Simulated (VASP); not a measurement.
Set up this calculation in VASP 6.6.1, as the native input.

| Property | Result |
| --- | --- |
| Task | single point |
| Functional | LDA |
| Potentials or basis | VASP PAW LDA potentials, release 64 (Si) |
| Cutoff | 520 eV |
| k mesh | 10 × 10 × 10 |
| Occupations | gaussian, width 0.03 eV |
| Spin | no spin polarisation |
| Dipole correction | no |
| Further INCAR settings | ALGO = Normal; EDIFF = 1e-06; NBANDS = 16 |

The structure of Si lies in POSCAR:

```
Si
1.0
   -3.3010168807      3.3010168807      1.9082539665
    3.3010168807     -3.3010168807      1.9082539665
    3.3010168807      3.3010168807     -1.9082539665
Si
4
Direct
    0.1675463059      0.1736050450      0.3516321361
    0.8203362159      0.8263949550      0.6362503857
    0.1849041767      0.8211545624      0.0060587391
    0.8272133015      0.1788454376      0.0060587391
```

This cell differs from its parent crystal: mode 7 frozen in at -0.040 Å and mode 10 at -0.020 Å (largest displacements).

One way to write it, as run:

INCAR

```
  PREC = Accurate
  ENCUT = 520
  EDIFF = 1E-6
  ISMEAR = 0
  SIGMA = 0.03
  LREAL = F
  LASPH = T
  NELM = 100
  ALGO = Normal
  ISIF = 2
  LWAVE = F
  LCHARG = F
  NBANDS = 16
```

KPOINTS

```
Automatic mesh
0
Gamma
  10 10 10
```

Potentials or basis: VASP PAW LDA potentials, release 64 (Si).

Launch:

```console
$ cat potpaw_LDA.64/Si/POTCAR > POTCAR
$ mpirun -np 1 vasp_std > vasp.out
```

It gave:

| Property | Result |
| --- | --- |
| Pressure | 0.3 GPa |
| Largest force | 0.902 eV/Å |
| Band gap on the k mesh | 0.15 eV, indirect (least direct gap 0.25 eV) |

Caveat: the cell differs from its parent crystal (mode 7 frozen in at -0.040 Å and mode 10 at -0.020 Å (largest displacements)).

It took 5.5 min on 1 thread of Intel(R) Xeon(R) Platinum 8559C (Emerald Rapids), on a shared host, peak memory 0.55 GiB.
